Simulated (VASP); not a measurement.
Set up this calculation in VASP 6.6.1, as the native input.

| Item | Value |
| --- | --- |
| Task | single point |
| Functional | PBE |
| Potentials or basis | VASP PAW PBE potentials, release 64 (Mg) |
| Cutoff | 520 eV |
| k mesh | 15 × 15 × 8 |
| Occupations | fermi-dirac, width 0.1 eV |
| Spin | no spin polarisation |
| Dipole correction | no |
| Further INCAR settings | ALGO = Normal; EDIFF = 1e-06; NBANDS = 9 |

The structure of Mg lies in POSCAR:

```
Mg
1.0
    2.7032535520      0.0000000000      0.0000000000
   -1.3516267760      2.3410862489      0.0000000000
    0.0000000000      0.0000000000      4.3515404145
Mg
2
Direct
    0.3333333333      0.6666666667      0.2500000000
    0.6666666667      0.3333333333      0.7500000000
```

The input as run:

INCAR

```
SYSTEM = Mg
ALGO = Normal
EDIFF = 1E-6
ENCUT = 520
GGA = PE
ISIF = 2
ISMEAR = -1
LASPH = .True.
LCHARG = .False.
LREAL = .False.
LWAVE = .False.
NBANDS = 9
NELM = 80
PREC = Accurate
SIGMA = 0.1
```

KPOINTS

```
k-points
0
Gamma
  15 15 8
  0 0 0
```

Potentials or basis: VASP PAW PBE potentials, release 64 (Mg).

Launch:

```sh
$ cat potpaw_PBE.64/Mg/POTCAR > POTCAR
$ mpirun -np 1 vasp_std > vasp.out
```

Results of the run:

| Quantity | Value |
| --- | --- |
| Pressure | 50.4 GPa |
| Band gap on the k mesh | zero (band 2 reaches 6.98 eV, above the bottom of band 3 at 4.82 eV) |

Run time: 13 s on 1 thread of Intel(R) Xeon(R) Platinum 8559C (Emerald Rapids), on a shared host, peak memory 0.15 GiB.
